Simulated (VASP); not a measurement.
# SiO2 (I-42d) in VASP: a series of runs, part 2 of 2

VASP 6.6.1. Earlier steps stand in the parts before.

## Step 3: Single point, PBEsol

This run uses another cell than the first one, of 13.32 Å³/atom, 1.029 times its volume.

The input, INCAR:

```
PREC = Accurate
ENCUT = 520
EDIFF = 1E-7
ISMEAR = 0
SIGMA = 0.01
LREAL = F
LASPH = T
NELM = 100
ALGO = Normal
ISIF = 2
LWAVE = F
LCHARG = T
GGA = PS
LELF = T
LVHAR = T
NBANDS = 25
```

The input, KPOINTS:

```
regular mesh
0
Gamma
  6 6 6
```

The input, POSCAR:

```
SiO2
1.0
   -2.3310712953      2.3310712953      3.6762203532
    2.3310712953     -2.3310712953      3.6762203532
    2.3310712953      2.3310712953     -3.6762203532
Si O
2 4
Direct
    0.0000000000      0.0000000000      0.0000000000
    0.7500000000      0.2500000000      0.5000000000
    0.9983800000      0.6250000000      0.8733800000
    0.3750000000      0.2483800000      0.3733800000
    0.7516200000      0.1250000000      0.1266200000
    0.8750000000      0.0016200000      0.6266200000
```

Potentials or basis: VASP PAW PBE potentials, release 64 (Si, O).

The run is started by

```bash
cat potpaw_PBE.64/Si/POTCAR potpaw_PBE.64/O/POTCAR > POTCAR
mpirun -np 1 vasp_std > vasp.out
```

OUTCAR:

```text
PREC = Accurate
   ENCUT = 520
   EDIFF = 1E-7
   ISMEAR = 0
   LREAL = F
   LASPH = T
   NELM = 100
   ISIF = 2
   GGA = PS

 ion  position               nearest neighbor table
   1  0.000  0.000  0.000-   3 1.59   4 1.59   5 1.59   6 1.59   2 2.97   2 2.97   2 2.97   2 2.97

   2  0.750  0.250  0.500-   3 1.59   4 1.59   5 1.59   6 1.59   1 2.97   1 2.97   1 2.97   1 2.97

   3  0.998  0.625  0.873-   1 1.59   2 1.59
   4  0.375  0.248  0.373-   1 1.59   2 1.59
   5  0.752  0.125  0.127-   1 1.59   2 1.59
   6  0.875  0.002  0.627-   1 1.59   2 1.59

  LATTYP: Found a body centered tetragonal cell.
 ALAT       =     4.6621425906
 C/A-ratio  =     1.5770518734

  Lattice vectors:

 A1 = (  -2.3310712953,   2.3310712953,   3.6762203532)
 A2 = (   2.3310712953,  -2.3310712953,   3.6762203532)
 A3 = (   2.3310712953,   2.3310712953,  -3.6762203532)

Analysis of symmetry for initial positions (statically):
=====================================================================
 Subroutine PRICEL returns:
 Original cell was already a primitive cell.

 Routine SETGRP: Setting up the symmetry group for a
 body centered tetragonal supercell.

 Subroutine GETGRP returns: Found  8 space group operations
 (whereof  4 operations were pure point group operations)
 out of a pool of 16 trial point group operations.

The static configuration has the point symmetry S_4 .
 The point group associated with its full space group is D_2d.

Analysis of symmetry for dynamics (positions and initial velocities):
=====================================================================
 Subroutine PRICEL returns:
 Original cell was already a primitive cell.

 Routine SETGRP: Setting up the symmetry group for a
 body centered tetragonal supercell.

 Subroutine GETGRP returns: Found  8 space group operations
 (whereof  4 operations were pure point group operations)
 out of a pool of 16 trial point group operations.

The dynamic configuration has the point symmetry S_4 .
 The point group associated with its full space group is D_2d.

 Subroutine INISYM returns: Found  8 space group operations
 (whereof  4 operations are pure point group operations),
 and found     1 'primitive' translations

----------------------------------------------------------------------------------------

                                     Primitive cell

  volume of cell :      79.9048

  direct lattice vectors                    reciprocal lattice vectors
    -2.331071295  2.331071295  3.676220353     0.000000000  0.214493654  0.136009257
     2.331071295 -2.331071295  3.676220353     0.214493654  0.000000000  0.136009257
     2.331071295  2.331071295 -3.676220353     0.214493654  0.214493654  0.000000000

  length of vectors
     4.937852048  4.937852048  4.937852048     0.253980404  0.253980404  0.303339835

  position of ions in fractional coordinates (direct lattice)
     0.000000000  0.000000000  0.000000000
     0.750000000  0.250000000  0.500000000
     0.998380000  0.625000000  0.873380000
     0.375000000  0.248380000  0.373380000
     0.751620000  0.125000000  0.126620000
     0.875000000  0.001620000  0.626620000

  ion indices of the primitive-cell ions
[... 27 lines left out ...]
     0.000000000  0.000000000  0.000000000

 Subroutine IBZKPT returns following result:
 ===========================================

 Found     30 irreducible k-points:

 Following reciprocal coordinates:
            Coordinates               Weight
  0.000000  0.000000  0.000000      1.000000
  0.166667  0.000000  0.000000      8.000000
  0.333333 -0.000000  0.000000      8.000000
  0.500000  0.000000  0.000000      4.000000
  0.166667  0.166667  0.000000      8.000000
  0.333333  0.166667  0.000000     16.000000
[... 16 lines left out ...]
 -0.333333 -0.333333  0.166667      8.000000
 -0.166667 -0.333333  0.166667      8.000000
 [... further k-points ...]
   k-points           NKPTS =     30   k-points in BZ     NKDIM =     30   number of bands    NBANDS=     25
   number of dos      NEDOS =    301   number of ions     NIONS =      6
   total plane-waves  NPLWV =  64000
   dimension x,y,z NGX =    40 NGY =   40 NGZ =   40
   dimension x,y,z NGXF=    80 NGYF=   80 NGZF=   80
   ions per type =               2   4
   NGX,Y,Z   is equivalent  to a cutoff of  13.47, 13.47, 13.47 a.u.
   NGXF,Y,Z  is equivalent  to a cutoff of  26.93, 26.93, 26.93 a.u.
 SYSTEM =  unknown system
   PREC   = accura    normal or accurate (medium, high low for compatibility)
   ISTART =      0    job   : 0-new  1-cont  2-samecut
   ICHARG =      2    charge: 1-file 2-atom 10-const
   ISPIN  =      1    spin polarized calculation?
   LNONCOLLINEAR =      F non collinear calculations
   LSORBIT =      F    spin-orbit coupling
   LASPH  =      T    aspherical Exc in radial PAW
   ENCUT  =  520.0 eV  38.22 Ry    6.18 a.u.   9.18  9.18  9.18*2*pi/ulx,y,z
   NELM   =    100;   NELMIN=  2; NELMDL= -5     # of ELM steps
   EDIFF  = 0.1E-06   stopping-criterion for ELM
   LREAL  =      F    real-space projection
   EDIFFG = 0.1E-05   stopping-criterion for IOM
   NSW    =      0    number of steps for IOM
   IBRION =     -1    ionic relax: 0-MD 1-quasi-New 2-CG
   NFREE  =      0    steps in history (QN), initial steepest desc. (CG)
   ISIF   =      2    stress and relaxation
   ISYM   =      2    0-nonsym 1-usesym 2-fastsym
   POTIM  = 0.5000    time-step for ionic-motion
   TEBEG  =    0.0;   TEEND  =   0.0 temperature during run
   PSTRESS=    0.0 pullay stress
   NELECT =      32.0000    total number of electrons
   NUPDOWN=      -1.0000    fix difference up-down
   EMIN   =  10.00;   EMAX   =-10.00  energy-range for DOS
   EFERMI =   0.00;   METHOD = LEGACY
   ISMEAR =     0;   SIGMA  =   0.01  broadening in eV -4-tet -1-fermi 0-gaus
   EFERMI_NEDOS =   21; number of points for ismear=-14 and -15
   IALGO  =     38    algorithm
   IMIX   =      4    mixing-type and parameters
     AMIX     =   0.40;   BMIX     =  1.00
     AMIX_MAG =   1.60;   BMIX_MAG =  1.00
  volume/ion in A,a.u.               =      13.32        89.87
  Fermi-wavevector in a.u.,A,eV,Ry     =   1.206704  2.280339 19.811900  1.456134
  Thomas-Fermi vector in A             =   2.342363
   LORBIT       =      0    0 simple, 1 ext, 2 COOP (PROOUT), +10 PAW based schemes
   GGA     = PS    functional components
   LHFCALC =     F    Hartree Fock is set to
   AEXX    =    0.0000 exact exchange contribution
   IVDW    =     0    specifies the selected vdW correction
   LEPSILON=     F    determine dielectric tensor
   LRPA    =     F    only Hartree local field effects (RPA)
 non-spin polarized calculation
 Gauss-broadening in eV      SIGMA  =   0.01
  energy-cutoff  :      520.00
  volume of cell :       79.90
 maximum number of plane-waves:      2174
 NGX is ok and might be reduce to    40
   NGX = 19   NGY = 19   NGZ = 19

 number of electron      31.9999988 magnetization

 Free energy of the ion-electron system (eV)
  ---------------------------------------------------
  ext. energy  EPLUGINS =         0.00000000
  ---------------------------------------------------
  free energy    TOTEN  =       -49.10327318 eV

  energy without entropy =      -49.10327318  energy(sigma->0) =      -49.10327318

 E-fermi :   0.2658     XC(G=0):  -8.9466

 val. band max:        0.1682462307   @ k =   0.0000   0.0000   0.0000
 cond. band min:       6.4871287018   @ k =   0.0000   0.0000   0.0000
 fundamental gap:      6.3188824711
 Fermi energy:         0.2658084187

 k-point     1 :       0.0000    0.0000    0.0000
  band No.  band energies     occupation
      1     -19.1632      2.00000
      2     -16.8549      2.00000
      3     -16.8318      2.00000
      4     -16.8318      2.00000
      5      -8.7741      2.00000
      6      -5.2711      2.00000
[... 661 lines left out ...]
     24      14.1901      0.00000
     25      14.6504      0.00000

 [... further k-points ...]
[... 5 lines left out ...]
  --------------------------------------------------------------------------------------
  -------------------------------------------------------------------------------------
  Total        6.3743171      6.3743171      5.5656634      0.0000000      0.0000000      0.0000000
  in kB      127.8119939    127.8119939    111.5976074      0.0000000      0.0000000      0.0000000
  external PRESSURE =     122.4071984 kB  Pullay stress =       0.0000000 kB

 VOLUME and BASIS-vectors are now :
 -----------------------------------------------------------------------------
  energy-cutoff  :      520.00
  volume of cell :       79.90
      direct lattice vectors                 reciprocal lattice vectors
    -2.331071295  2.331071295  3.676220353     0.000000000  0.214493654  0.136009257
     2.331071295 -2.331071295  3.676220353     0.214493654  0.000000000  0.136009257
     2.331071295  2.331071295 -3.676220353     0.214493654  0.214493654  0.000000000

 POSITION                                       TOTAL-FORCE (eV/Angst)
 -----------------------------------------------------------------------------------
      0.00000      0.00000      0.00000        -0.000000      0.000000     -0.000000
      0.00000      2.33107      1.83811        -0.000000      0.000000      0.000000
      1.16554      2.90629      2.75717        -0.000000      0.798096      0.000000
      0.57522      1.16554      0.91906         0.798096      0.000000      0.000000
     -1.16554      1.75586      2.75717        -0.000000     -0.798096     -0.000000
     -0.57522      3.49661      0.91906        -0.798096      0.000000     -0.000000
 -----------------------------------------------------------------------------------
    total drift:                               -0.000001     -0.000001     -0.000000

  FREE ENERGIE OF THE ION-ELECTRON SYSTEM (eV)
  ---------------------------------------------------
  free  energy   TOTEN  =       -49.1032731839 eV

  energy  without entropy=      -49.1032731839  energy(sigma->0) =      -49.10327318
```

stdout:

```text
POSCAR found type information on POSCAR SiO
 POSCAR found :  2 types and       6 ions
 scaLAPACK will be used
 -----------------------------------------------------------------------------
|                                                                             |
|                                                                             |
|     You enforced a specific xc type in the INCAR file but a different       |
|     I HOPE YOU KNOW WHAT YOU ARE DOING!                                     |
|                                                                             |
 -----------------------------------------------------------------------------

 LDA part: xc-table for (Slater+PW92), standard interpolation
 POSCAR, INCAR and KPOINTS ok, starting setup
 FFT: planning ... GRIDC
 FFT: planning ... GRID_SOFT
 FFT: planning ... GRID
 WAVECAR not read
 entering main loop
```

Run time: 34 s. Hardware: 1 thread of Intel Xeon 6975P-C (Granite Rapids), shared host; peak memory 0.24 GiB.

Results:

```
Free energy            : -49.1033 eV
Pressure               : 12.2 GPa
Largest force          : 0.798 eV/Å
Band gap on the k mesh : 6.32 eV, direct
```

Forces in eV/Å, atoms in the order of the input:
```
Si   0.000  0.000  0.000
Si   0.000  0.000  0.000
O    0.000  0.798  0.000
O    0.798  0.000  0.000
O    0.000 -0.798  0.000
O   -0.798  0.000  0.000
```

Stress tensor (GPa, compression positive):
```
12.78  0.00  0.00
 0.00 12.78  0.00
 0.00  0.00 11.16
```

Caveat: the PAW data sets were made with another functional, which shifts forces and pressure a little. As with any semilocal functional, this PBEsol gap is likely too small.

## Step 4: Single point, PBEsol

This run uses another cell than the first one, of 13.69 Å³/atom, 1.058 times its volume.

The input, INCAR:

```
SYSTEM = SiO2
PREC = Accurate
ENCUT = 520
EDIFF = 1E-7
ISMEAR = 0
SIGMA = 0.01
LREAL = .FALSE.
LASPH = .TRUE.
NELM = 100
ALGO = Normal
ISIF = 2
LWAVE = .FALSE.
LCHARG = .TRUE.
GGA = PS
LELF = .TRUE.
LVHAR = .TRUE.
NBANDS = 25
```

The input, KPOINTS:

```
Automatic mesh
0
G
  6 6 6
  0 0 0
```

POSCAR, as its differences from that of step 3:

```diff
@@ -2,5 +2,5 @@
 1.0
-   -2.3310712953      2.3310712953      3.6762203532
-    2.3310712953     -2.3310712953      3.6762203532
-    2.3310712953      2.3310712953     -3.6762203532
+   -2.3527569247      2.3527569247      3.7104197158
+    2.3527569247     -2.3527569247      3.7104197158
+    2.3527569247      2.3527569247     -3.7104197158
 Si O
```

Potentials or basis: VASP PAW PBE potentials, release 64 (Si, O).

The run is started by

```bash
cat potpaw_PBE.64/Si/POTCAR potpaw_PBE.64/O/POTCAR > POTCAR
mpirun -np 1 vasp_std > vasp.out
```

OUTCAR:

```text
SYSTEM = SiO2
   PREC = Accurate
   ENCUT = 520
   EDIFF = 1E-7
   ISMEAR = 0
   LREAL = .FALSE.
   LASPH = .TRUE.
   NELM = 100
   ISIF = 2
   GGA = PS

 ion  position               nearest neighbor table
   1  0.000  0.000  0.000-   3 1.61   6 1.61   5 1.61   4 1.61   2 3.00   2 3.00   2 3.00   2 3.00

   2  0.750  0.250  0.500-   4 1.61   5 1.61   6 1.61   3 1.61   1 3.00   1 3.00   1 3.00   1 3.00

   3  0.998  0.625  0.873-   1 1.61   2 1.61
   4  0.375  0.248  0.373-   2 1.61   1 1.61
   5  0.752  0.125  0.127-   2 1.61   1 1.61
[... 883 lines left out ...]
  -------------------------------------------------------------------------------------
  Total        3.6843215      3.6843215      2.7688893      0.0000000     -0.0000000      0.0000000
  in kB       71.8506923     71.8506923     53.9981673      0.0000000     -0.0000000      0.0000000
  external PRESSURE =      65.8998506 kB  Pullay stress =       0.0000000 kB

 VOLUME and BASIS-vectors are now :
 -----------------------------------------------------------------------------
  energy-cutoff  :      520.00
  volume of cell :       82.16
      direct lattice vectors                 reciprocal lattice vectors
    -2.352756925  2.352756925  3.710419716     0.000000000  0.212516642  0.134755644
     2.352756925 -2.352756925  3.710419716     0.212516642  0.000000000  0.134755644
     2.352756925  2.352756925 -3.710419716     0.212516642  0.212516642  0.000000000

 POSITION                                       TOTAL-FORCE (eV/Angst)
 -----------------------------------------------------------------------------------
      0.00000      0.00000      0.00000         0.000000      0.000000      0.000000
     -0.00000      2.35276      1.85521        -0.000000      0.000000      0.000000
      1.17638      2.93332      2.78281         0.000000      0.391454      0.000000
      0.58057      1.17638      0.92760         0.391454      0.000000      0.000000
     -1.17638      1.77219      2.78281         0.000000     -0.391454     -0.000000
     -0.58057      3.52914      0.92760        -0.391454      0.000000     -0.000000
 -----------------------------------------------------------------------------------
    total drift:                                0.000001      0.000001      0.000001

  FREE ENERGIE OF THE ION-ELECTRON SYSTEM (eV)
  ---------------------------------------------------
  free  energy   TOTEN  =       -49.2378580774 eV

  energy  without entropy=      -49.2378580774  energy(sigma->0) =      -49.23785808
```

It took 34 s on 1 thread of Intel Xeon 6975P-C (Granite Rapids), shared host; peak memory 0.24 GiB.

What came out:

```yaml
Free_energy: -49.2379 eV
Pressure: 6.6 GPa
Largest_force: 0.391 eV/Å
Band_gap_on_the_k_mesh: 6.15 eV, direct
```

Forces in eV/Å, atoms in the order of the input:
```
Si   0.000  0.000  0.000
Si   0.000  0.000  0.000
O    0.000  0.391  0.000
O    0.391  0.000  0.000
O    0.000 -0.391  0.000
O   -0.391  0.000  0.000
```

Caveat: the PAW data sets were made with another functional, which shifts forces and pressure a little. Expect the measured gap to be larger: semilocal functionals such as PBEsol lack the derivative discontinuity.

## Step 5: The runs side by side

```csv
cell,gap on the mesh (eV),pressure (GPa),largest force (eV/Å)
"a = 4.891 Å, angles 123.7, 123.7, 83.8°, 6 atoms",6.49,18.7,1.25
"a = 4.938 Å, angles 123.7, 123.7, 83.8°, 6 atoms",6.32,12.2,0.80
"a = 4.984 Å, angles 123.7, 123.7, 83.8°, 6 atoms",6.15,6.6,0.39
```

Alike in all rows: task single point; level PBEsol; potentials or basis VASP PAW PBE potentials, release 64 (Si, O); no spin polarisation; k mesh 6 × 6 × 6; cutoff (eV) 520; smearing gaussian 0.01 eV.

Caveats: the PAW data sets were made with another functional, which shifts forces and pressure a little.

Absolute energies hang on the potentials; compare differences alone.
